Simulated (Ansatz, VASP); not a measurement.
**NbTe: VASP beside Ansatz**

```
Nb Te
1.0
     3.42570    0.00000    0.00000
     0.00000    3.42570    0.00000
     0.00000    0.00000    3.42570
Nb Te
1 1
Direct
  0.50000 0.50000 0.50000
  0.00000 0.00000 0.00000
```

Alike in both runs: task electric field gradients; functional PBE; k mesh 8 × 8 × 8; occupations fermi-dirac, width 0.05 eV; no spin polarisation.

```csv
,VASP,Ansatz
version,VASP 6.6.1,Ansatz 0.2.0
potentials or method,"VASP PAW PBE potentials, release 64 (Nb_sv, Te), cutoff 520 eV",all-electron PAW datasets made for the crystal
```

Ansatz gave:

```
gap on the k mesh at the Fermi level (eV) : none
pressure (GPa)                            : 0.0
```

Question: Which values does VASP return?

Answer: gap on the k mesh at the Fermi level (eV): none; pressure (GPa): -0.2.

A gap of «none» marks a metal or a gap that the smearing closes. Ansatz ran all-electron here, and VASP with PAW potentials.

Neither program's run includes spin-orbit coupling.
